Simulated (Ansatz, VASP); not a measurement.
# BAs: VASP beside Ansatz

INCAR

```
PREC = Accurate ; ENCUT = 520
EDIFF = 1E-6 ; ISMEAR = 0
SIGMA = 0.1 ; LREAL = False
LASPH = True ; NELM = 80
ALGO = Normal ; ISIF = 2
LWAVE = False ; LCHARG = False
GGA = PE ; NBANDS = 16
```

KPOINTS

```
Automatic mesh
0
Gamma
  8 8 8
```

Contents of POSCAR:

```
BAs
1.0
   -1.6795627700      1.6795627700      5.8181759100
    1.6795627700     -1.6795627700      5.8181759100
    1.6795627700      1.6795627700     -5.8181759100
B As
2 2
Direct
    0.8333333400      0.8333333400      0.0000000000
    0.5833333400      0.0833333400      0.5000000000
    0.6666666600      0.6666666600      0.0000000000
    0.4166666600      0.9166666600      0.5000000000
```

Input for Ansatz:

```yaml
crystal:
  lattice:
    - [-1.67956277, 1.67956277, 5.81817591]
    - [1.67956277, -1.67956277, 5.81817591]
    - [1.67956277, 1.67956277, -5.81817591]
  atoms:
    - { symbol: B, position: [0.83333334, 0.83333334, 0.0] }
    - { symbol: B, position: [0.58333334, 0.08333334, 0.5] }
    - { symbol: As, position: [0.66666666, 0.66666666, 0.0] }
    - { symbol: As, position: [0.41666666, 0.91666666, 0.5] }
basis:
  ecutwfc: 420
kpoints:
  mp_grid: { grid: [8, 8, 8] }
hamiltonian:
  xc: pbe
scf:
  occupations: { method: gaussian, width: 0.1 }
  lower_state_search: "off"
output:
  forces: true
  stress: true
  eigenvalues: true
```

Alike in both runs: task single point; functional PBE; k mesh 8 × 8 × 8; occupations gaussian, width 0.1 eV; no spin polarisation.

```csv
,VASP,Ansatz
version,VASP 6.6.1,Ansatz 0.2.0
potentials or method,"VASP PAW PBE potentials, release 64 (B, As), cutoff 520 eV","scalar-relativistic, plane waves, PAW"
valence electrons in the cell,16,36
```

```csv
,VASP,Ansatz,Ansatz less VASP
gap on the k mesh at the Fermi level (eV),none,none,-
pressure (GPa),6.3,5.6,-0.68
"traceless stress, the component that is largest in VASP (GPa)",5.76,5.41,-0.347
rms of the force components (eV/Å),0.443,0.440,-0.0029
```

Atom by atom the forces differ by 0.003 eV/Å (rms over components). A gap of «none» marks a metal or a gap that the smearing closes. VASP's potentials hold 16 valence electrons a cell and Ansatz's 36, so a difference there can come from the potentials and not from the codes.
